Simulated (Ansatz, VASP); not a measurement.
**Two plane-wave programs on CaF2**

```
CELL_PARAMETERS angstrom
3.86222 0.00000 0.00000
1.93111 3.34478 0.00000
1.93111 1.11493 3.15349
ATOMIC_POSITIONS crystal
Ca 0.00000 0.00000 0.00000
F 0.25000 0.25000 0.25000
F 0.75000 0.75000 0.75000
```

Alike in both runs: task single point; functional revPBE; k mesh 6 × 6 × 6; no spin polarisation.

|  | VASP | Ansatz |
| --- | --- | --- |
| version | VASP 6.6.1 | Ansatz 0.2.0 |
| potentials or method | VASP PAW PBE potentials, release 64 (Ca_sv, F), cutoff 600 eV | plane waves, PAW |
| occupations | gaussian, width 0.01 eV | fixed |
| valence electrons in the cell | 24 | 24 |

```csv
,VASP,Ansatz,Ansatz less VASP
pressure (GPa),5.6,5.4,-0.24
```

VASP's potentials were made for PBE, not for revPBE.
